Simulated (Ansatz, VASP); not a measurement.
**Mn in VASP and in Ansatz**

```
Mn
1.0
     2.25296    0.00000    0.00000
     0.00000    2.25296    0.00000
     0.00000    0.00000    2.25296
Mn
1
Direct
  0.00000 0.00000 0.00000
```

Alike in both runs: task single point; functional PBEsol; k mesh 23 × 23 × 23; occupations fermi-dirac, width 0.05 eV; collinear spin.

|  | VASP | Ansatz |
| --- | --- | --- |
| version | VASP 6.6.1 | Ansatz 0.2.0 |
| potentials or method | VASP PAW PBE potentials, release 64 (Mn_pv), cutoff 520 eV | plane waves (420 eV) with PAW, scalar-relativistic |
| valence electrons in the cell | 13 | 15 |

|  | VASP | Ansatz | Ansatz less VASP |
| --- | --- | --- | --- |
| net moment per atom (μB) | 0.00 | 0.00 | 0.000 |

VASP's potentials were made for PBE, not for PBEsol, and Ansatz warns of the same on its side. With one functional, cell and mesh, what is left measures potentials, basis and numerics. VASP's potentials hold 13 valence electrons a cell and Ansatz's 15, so a difference there can come from the potentials and not from the codes. Ansatz's warnings: seeded moment not kept.
